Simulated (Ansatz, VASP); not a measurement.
Two plane-wave programs on BN

```xyz
8
Lattice="4.4559 0.0000 0.0000 0.0000 4.4559 0.0000 0.0000 0.0000 2.3962" Properties=species:S:1:pos:R:3 pbc="T T T"
B     0.7766    3.6793    1.1981
B     1.4514    1.4514    0.0000
B     3.0045    3.0045    0.0000
B     3.6793    0.7766    1.1981
N     3.6209    3.6209    1.1981
N     1.3930    3.0629    0.0000
N     3.0629    1.3930    0.0000
N     0.8350    0.8350    1.1981
```

Alike in both runs: task single point; functional PBE; k mesh 6 × 6 × 10; occupations gaussian, width 0.05 eV; no spin polarisation.

```csv
,VASP,Ansatz
version,VASP 6.6.1,Ansatz 0.2.0
potentials or method,"VASP PAW PBE potentials, release 64 (B, N), cutoff 520 eV","scalar-relativistic, plane waves, PAW"
valence electrons in the cell,32,32
```

Ansatz gave:

- gap on the k mesh at the Fermi level (eV): 4.72
- least direct gap on the mesh (eV): 6.02
- pressure (GPa): 22.2
- traceless stress, the component that is largest in VASP (GPa): 46.40
- rms of the force components (eV/Å): 0.298

**Question.** Which values does VASP return?

**Answer.** gap on the k mesh at the Fermi level (eV): 4.71; least direct gap on the mesh (eV): 6.00; pressure (GPa): 22.7; traceless stress, the component that is largest in VASP (GPa): 46.76; rms of the force components (eV/Å): 0.308.

Atom by atom the forces differ by 0.011 eV/Å (rms over components).
